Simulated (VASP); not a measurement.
# CuO (P1) in VASP: settings compared

The runs below take CuO through single point, with PBE, BLYP.

Program: VASP 6.6.1. These are calculated values, not measurements. Logs are shortened: lines on timing, memory, paths and dates and some standing lists are left out, and cuts for length are marked.

## Step 1: The cell of the first run

The typed cell holds 2 atoms: a = 2.993 Å, b = 2.993 Å, c = 2.993 Å, α = 60.00°, β = 60.00°, γ = 60.00°.

## Step 2: Single point, PBE

INCAR

```
PREC     = Accurate       # precision mode
ENCUT    = 1340           # plane-wave cutoff, eV
EDIFF    = 1E-6           # SCF threshold, eV
ISMEAR   = -1             # smearing method
SIGMA    = 0.05           # smearing width, eV
LREAL    = False          # projectors in reciprocal space
LASPH    = True           # aspherical terms in the spheres
NELM     = 120            # most SCF steps
ALGO     = Normal         # electronic algorithm
ISIF     = 2              # what is computed and relaxed
LWAVE    = False          # write WAVECAR
LCHARG   = True           # write CHGCAR
GGA      = PE             # functional
LELF     = True           # ELF
LVHAR    = True         
NBANDS   = 20             # bands
GGA_COMPAT= False
```

KPOINTS

```
Automatic mesh
0
Gamma
  6 6 6
```

POSCAR

```
CuO
1.0
    0.0000000000      2.1165600000      2.1165600000
    2.1165600000      0.0000000000      2.1165600000
    2.1165600000      2.1165600000      0.0000000000
Cu O
1 1
Direct
    0.0294977200      0.0281008700      0.9080259900
    0.4705022800      0.4718991300      0.5919740100
```

Potentials or basis: VASP PAW PBE potentials, release 64 (Cu_sv_GW, O_h).

Command:

```sh
> cat potpaw_PBE.64/Cu_sv_GW/POTCAR potpaw_PBE.64/O_h/POTCAR > POTCAR
> mpirun -np 1 vasp_std > vasp.out
```

OUTCAR:

```text
PREC = Accurate
   ENCUT = 1340
   EDIFF = 1E-6
   ISMEAR = -1
   LREAL = False
   LASPH = True
   NELM = 120
   ISIF = 2
   GGA = PE

 ion  position               nearest neighbor table
   1  0.029  0.028  0.908-   2 1.88   2 1.89   2 1.91
   2  0.471  0.472  0.592-   1 1.88   1 1.89   1 1.91

  LATTYP: Found a face centered cubic cell.
 ALAT       =     4.2331200000

  Lattice vectors:

 A1 = (   0.0000000000,   2.1165600000,   2.1165600000)
 A2 = (   2.1165600000,   0.0000000000,   2.1165600000)
 A3 = (   2.1165600000,   2.1165600000,   0.0000000000)

Analysis of symmetry for initial positions (statically):
=====================================================================
 Subroutine PRICEL returns:
 Original cell was already a primitive cell.

 Routine SETGRP: Setting up the symmetry group for a
 face centered cubic supercell.

 Subroutine GETGRP returns: Found  1 space group operations
 (whereof  1 operations were pure point group operations)
 out of a pool of 48 trial point group operations.

The static configuration has the point symmetry C_1 .

Analysis of symmetry for dynamics (positions and initial velocities):
=====================================================================
 Subroutine PRICEL returns:
 Original cell was already a primitive cell.

 Routine SETGRP: Setting up the symmetry group for a
 face centered cubic supercell.

 Subroutine GETGRP returns: Found  1 space group operations
 (whereof  1 operations were pure point group operations)
 out of a pool of 48 trial point group operations.

The dynamic configuration has the point symmetry C_1 .

 Subroutine INISYM returns: Found  1 space group operations
 (whereof  1 operations are pure point group operations),
 and found     1 'primitive' translations

----------------------------------------------------------------------------------------

                                     Primitive cell

  volume of cell :      18.9636

  direct lattice vectors                    reciprocal lattice vectors
     0.000000000  2.116560000  2.116560000    -0.236232377  0.236232377  0.236232377
     2.116560000  0.000000000  2.116560000     0.236232377 -0.236232377  0.236232377
     2.116560000  2.116560000  0.000000000     0.236232377  0.236232377 -0.236232377

  length of vectors
     2.993267858  2.993267858  2.993267858     0.409166479  0.409166479  0.409166479

  position of ions in fractional coordinates (direct lattice)
     0.029497720  0.028100870  0.908025990
     0.470502280  0.471899130  0.591974010

  ion indices of the primitive-cell ions
   primitive index   ion index
                 1           1
                 2           2

----------------------------------------------------------------------------------------

 KPOINTS: Automatic mesh

Automatic generation of k-mesh.
 Grid dimensions read from file:
 generate k-points for:    6    6    6

 Generating k-lattice:

  Cartesian coordinates                     Fractional coordinates (reciprocal lattice)
    -0.039372063  0.039372063  0.039372063     0.166666667  0.000000000  0.000000000
     0.039372063 -0.039372063  0.039372063     0.000000000  0.166666667  0.000000000
     0.039372063  0.039372063 -0.039372063     0.000000000  0.000000000  0.166666667

  Length of vectors
     0.068194413  0.068194413  0.068194413

  Shift w.r.t. Gamma in fractional coordinates (k-lattice)
     0.000000000  0.000000000  0.000000000

 Subroutine IBZKPT returns following result:
 ===========================================

 Found    112 irreducible k-points:

 Following reciprocal coordinates:
            Coordinates               Weight
  0.000000  0.000000  0.000000      1.000000
  0.166667  0.000000  0.000000      2.000000
  0.000000  0.166667  0.000000      2.000000
  0.000000  0.000000  0.166667      2.000000
  0.166667  0.166667  0.166667      2.000000
  0.333333  0.000000  0.000000      2.000000
[... 16 lines left out ...]
  0.166667 -0.166667 -0.166667      2.000000
  0.333333  0.333333  0.166667      2.000000
 [... further k-points ...]
   k-points           NKPTS =    112   k-points in BZ     NKDIM =    112   number of bands    NBANDS=     20
   number of dos      NEDOS =    301   number of ions     NIONS =      2
   total plane-waves  NPLWV =  46656
   dimension x,y,z NGX =    36 NGY =   36 NGZ =   36
   dimension x,y,z NGXF=    72 NGYF=   72 NGZF=   72
   ions per type =               1   1
   NGX,Y,Z   is equivalent  to a cutoff of  19.99, 19.99, 19.99 a.u.
   NGXF,Y,Z  is equivalent  to a cutoff of  39.99, 39.99, 39.99 a.u.
 SYSTEM =  unknown system
   PREC   = accura    normal or accurate (medium, high low for compatibility)
   ISTART =      0    job   : 0-new  1-cont  2-samecut
   ICHARG =      2    charge: 1-file 2-atom 10-const
   ISPIN  =      1    spin polarized calculation?
   LNONCOLLINEAR =      F non collinear calculations
   LSORBIT =      F    spin-orbit coupling
   LASPH  =      T    aspherical Exc in radial PAW
   ENCUT  = 1340.0 eV  98.49 Ry    9.92 a.u.   8.93  8.93  8.93*2*pi/ulx,y,z
   NELM   =    120;   NELMIN=  2; NELMDL= -5     # of ELM steps
   EDIFF  = 0.1E-05   stopping-criterion for ELM
   LREAL  =      F    real-space projection
   EDIFFG = 0.1E-04   stopping-criterion for IOM
   NSW    =      0    number of steps for IOM
   IBRION =     -1    ionic relax: 0-MD 1-quasi-New 2-CG
   NFREE  =      0    steps in history (QN), initial steepest desc. (CG)
   ISIF   =      2    stress and relaxation
   ISYM   =      2    0-nonsym 1-usesym 2-fastsym
   POTIM  = 0.5000    time-step for ionic-motion
   TEBEG  =    0.0;   TEEND  =   0.0 temperature during run
   PSTRESS=    0.0 pullay stress
   NELECT =      25.0000    total number of electrons
   NUPDOWN=      -1.0000    fix difference up-down
   EMIN   =  10.00;   EMAX   =-10.00  energy-range for DOS
   EFERMI =   0.00;   METHOD = LEGACY
   ISMEAR =    -1;   SIGMA  =   0.05  broadening in eV -4-tet -1-fermi 0-gaus
   EFERMI_NEDOS =   21; number of points for ismear=-14 and -15
   IALGO  =     38    algorithm
   IMIX   =      4    mixing-type and parameters
     AMIX     =   0.40;   BMIX     =  1.00
     AMIX_MAG =   1.60;   BMIX_MAG =  1.00
  volume/ion in A,a.u.               =       9.48        63.99
  Fermi-wavevector in a.u.,A,eV,Ry     =   1.795068  3.392187 43.841636  3.222269
  Thomas-Fermi vector in A             =   2.856895
   LORBIT       =      0    0 simple, 1 ext, 2 COOP (PROOUT), +10 PAW based schemes
   GGA     = PE    functional components
   LHFCALC =     F    Hartree Fock is set to
   AEXX    =    0.0000 exact exchange contribution
   IVDW    =     0    specifies the selected vdW correction
   LEPSILON=     F    determine dielectric tensor
   LRPA    =     F    only Hartree local field effects (RPA)
 non-spin polarized calculation
  energy-cutoff  :     1340.00
  volume of cell :       18.96
 maximum number of plane-waves:      2126
   NGX = 17   NGY = 17   NGZ = 17

 number of electron      25.0000000 magnetization

 Free energy of the ion-electron system (eV)
  ---------------------------------------------------
  ext. energy  EPLUGINS =         0.00000000
  ---------------------------------------------------
  free energy    TOTEN  =        -9.19319468 eV

  energy without entropy =       -9.16872347  energy(sigma->0) =       -9.18095908

 E-fermi :   6.6359     XC(G=0): -12.7600

 val. band max:        6.6338237524   @ k =   0.0000   0.5000   0.1667
 cond. band min:       6.6366095684   @ k =   0.1667   0.5000   0.0000
 fundamental gap:      0.0027858160
 Fermi energy:         6.6358900950

 k-point     1 :       0.0000    0.0000    0.0000
  band No.  band energies     occupation
      1    -105.6619      2.00000
      2     -63.1007      2.00000
      3     -63.0775      2.00000
      4     -62.9465      2.00000
      5     -13.1433      2.00000
      6       2.0230      2.00000
[... 12 lines left out ...]
     19      28.5190      0.00000
     20      28.5592      0.00000

 k-point     2 :       0.1667    0.0000    0.0000
  band No.  band energies     occupation
      1    -105.6616      2.00000
      2     -63.1036      2.00000
      3     -63.0791      2.00000
      4     -62.9474      2.00000
      5     -12.8756      2.00000
      6       1.1213      2.00000
[... 12 lines left out ...]
     19      27.6350      0.00000
     20      28.7433      0.00000

 k-point     3 :       0.0000    0.1667    0.0000
  band No.  band energies     occupation
      1    -105.6616      2.00000
      2     -63.1041      2.00000
      3     -63.0786      2.00000
      4     -62.9475      2.00000
      5     -12.8755      2.00000
      6       1.1157      2.00000
[... 12 lines left out ...]
     19      27.6385      0.00000
     20      28.7489      0.00000

 k-point     4 :       0.0000    0.0000    0.1667
  band No.  band energies     occupation
      1    -105.6617      2.00000
      2     -63.1013      2.00000
      3     -63.0781      2.00000
      4     -62.9503      2.00000
      5     -12.8798      2.00000
      6       1.7145      2.00000
[... 12 lines left out ...]
     19      27.7602      0.00000
     20      27.7850      0.00000

 k-point     5 :       0.1667    0.1667    0.1667
  band No.  band energies     occupation
      1    -105.6616      2.00000
      2     -63.1014      2.00000
      3     -63.0814      2.00000
      4     -62.9472      2.00000
      5     -12.8760      2.00000
      6       1.1435      2.00000
[... 12 lines left out ...]
     19      27.6206      0.00000
     20      28.7214      0.00000
[... 353 lines left out ...]
      6       0.1729      2.00000
[... 12 lines left out ...]
     19      30.8787      0.00000
     20      32.0390      0.00000

 k-point    22 :       0.1667    0.3333    0.0000
  band No.  band energies     occupation
      1    -105.6610      2.00000
      2     -63.1071      2.00000
      3     -63.0827      2.00000
      4     -62.9509      2.00000
      5     -12.3371      2.00000
      6       0.1763      2.00000
[... 12 lines left out ...]
     19      30.8303      0.00000
     20      32.0386      0.00000

 k-point    23 :       0.1667   -0.1667   -0.1667
  band No.  band energies     occupation
      1    -105.6610      2.00000
      2     -63.1093      2.00000
      3     -63.0809      2.00000
      4     -62.9506      2.00000
      5     -12.3358      2.00000
      6       0.1602      2.00000
[... 12 lines left out ...]
     19      30.8473      0.00000
     20      32.0465      0.00000

 k-point    24 :       0.3333    0.3333    0.1667
  band No.  band energies     occupation
      1    -105.6610      2.00000
      2     -63.1039      2.00000
      3     -63.0877      2.00000
      4     -62.9492      2.00000
      5     -12.3370      2.00000
      6       0.2184      2.00000
[... 12 lines left out ...]
     19      30.8564      0.00000
     20      31.7926      0.00000

 [... further k-points ...]

------------------------ aborting loop because EDIFF is reached ----------------------------------------

  FORCE on cell =-STRESS in cart. coord.  units (eV):
  Direction    XX          YY          ZZ          XY          YZ          ZX
  --------------------------------------------------------------------------------------
  -------------------------------------------------------------------------------------
  Total        2.3286895      2.2347602      1.9336310     -0.5053593      0.4024161      0.4244499
  in kB      196.7435145    188.8077267    163.3662830    -42.6961903     33.9988454     35.8604093
  external PRESSURE =     182.9725081 kB  Pullay stress =       0.0000000 kB

 VOLUME and BASIS-vectors are now :
 -----------------------------------------------------------------------------
  energy-cutoff  :     1340.00
  volume of cell :       18.96
      direct lattice vectors                 reciprocal lattice vectors
     0.000000000  2.116560000  2.116560000    -0.236232377  0.236232377  0.236232377
     2.116560000  0.000000000  2.116560000     0.236232377 -0.236232377  0.236232377
     2.116560000  2.116560000  0.000000000     0.236232377  0.236232377 -0.236232377

 POSITION                                       TOTAL-FORCE (eV/Angst)
 -----------------------------------------------------------------------------------
      1.98137      1.98433      0.12191         0.600056      0.545151     -0.377868
      2.25175      2.24879      1.99465        -0.600056     -0.545151      0.377868
 -----------------------------------------------------------------------------------
    total drift:                               -0.000439     -0.000409      0.000190

  FREE ENERGIE OF THE ION-ELECTRON SYSTEM (eV)
  ---------------------------------------------------
  free  energy   TOTEN  =        -9.1931946825 eV

  energy  without entropy=       -9.1687234734  energy(sigma->0) =       -9.18095908
```

Wall time 80 s (1 thread of Intel Xeon 6975P-C (Granite Rapids), shared host); peak memory 0.37 GiB.

Results:

```
Free energy            : -9.1932 eV
Pressure               : 18.3 GPa
Largest force          : 0.894 eV/Å
Band gap on the k mesh : zero (an odd number of electrons rules out a gap without spin polarisation)
```

Forces on the atoms (eV/Å):
```
Cu   0.600  0.545 -0.378
O   -0.600 -0.545  0.378
```

Stress tensor (GPa, compression positive):
```
19.67 -4.27  3.59
-4.27 18.88  3.40
 3.59  3.40 16.34
```

Caveat: the k points lie up to 0.43 Å⁻¹ apart, too coarse for converged energies and pressures of a metal; an odd number of electrons without spin polarisation forces a metal; a magnetic or distorted state may lie lower; semilocal functionals often make such compounds metallic where correlation or magnetic order opens a gap, which also shifts bond lengths.

## Step 3: Single point, BLYP

This run uses another cell than the first one, of 10.05 Å³/atom.

INCAR

```
SYSTEM = CuO
  PREC = Accurate
  ENCUT = 820
  EDIFF = 1E-6
  ISMEAR = -1
  SIGMA = 0.05
  LREAL = .FALSE.
  LASPH = .TRUE.
  NELM = 120
  ALGO = Normal
  ISIF = 2
  LWAVE = .FALSE.
  LCHARG = .FALSE.
  GGA = B5
  ALDAX = 1.0
  AGGAX = 1.0
  AGGAC = 1.0
  ALDAC = 0.0
  NBANDS = 20
  GGA_COMPAT = .FALSE.
```

KPOINTS

```
regular mesh
0
G
  11 11 11
  0 0 0
```

POSCAR

```
CuO
1.0
    0.0000000000      2.1580717154      2.1580717154
    2.1580717154      0.0000000000      2.1580717154
    2.1580717154      2.1580717154      0.0000000000
Cu O
1 1
Direct
    0.0294977200      0.0281008700      0.9080259900
    0.4705022800      0.4718991300      0.5919740100
```

Potentials or basis: VASP PAW PBE potentials, release 64 (Cu_sv_GW, O).

Command:

```sh
> cat potpaw_PBE.64/Cu_sv_GW/POTCAR potpaw_PBE.64/O/POTCAR > POTCAR
> mpirun -np 1 vasp_std > vasp.out
```

Wall time 8.7 min (1 thread of Intel Xeon Platinum 8375C at 2.90GHz (Ice Lake), shared host); peak memory 0.69 GiB.

Results (log left out):

```yaml
Free_energy: -8.4604 eV
Pressure: 13.2 GPa
Largest_force: 0.671 eV/Å
Band_gap_on_the_k_mesh: zero (an odd number of electrons rules out a gap without spin polarisation)
```

Forces in eV/Å, atoms in the order of the input:
```
Cu   0.457  0.410 -0.271
O   -0.457 -0.410  0.271
```

Stress tensor (GPa, compression positive):
```
14.45 -2.81  2.25
-2.81 13.74  2.10
 2.25  2.10 11.49
```

Levels at points of the mesh, in eV from the Fermi level:
```csv
k point,band 9,band 10,band 11,band 12,band 13,band 14,band 15,band 16,band 17,band 18
"(0.00, 0.00, 0.00)",-2.35,-2.31,-0.49,-0.20,-0.17,1.47,16.89,17.87,18.02,18.99
```

Caveat: the cell stands under pressure; the PAW data sets were made with another functional, which shifts forces and pressure a little; an odd number of electrons without spin polarisation forces a metal; a magnetic or distorted state may lie lower; semilocal functionals often make such compounds metallic where correlation or magnetic order opens a gap, which also shifts bond lengths.
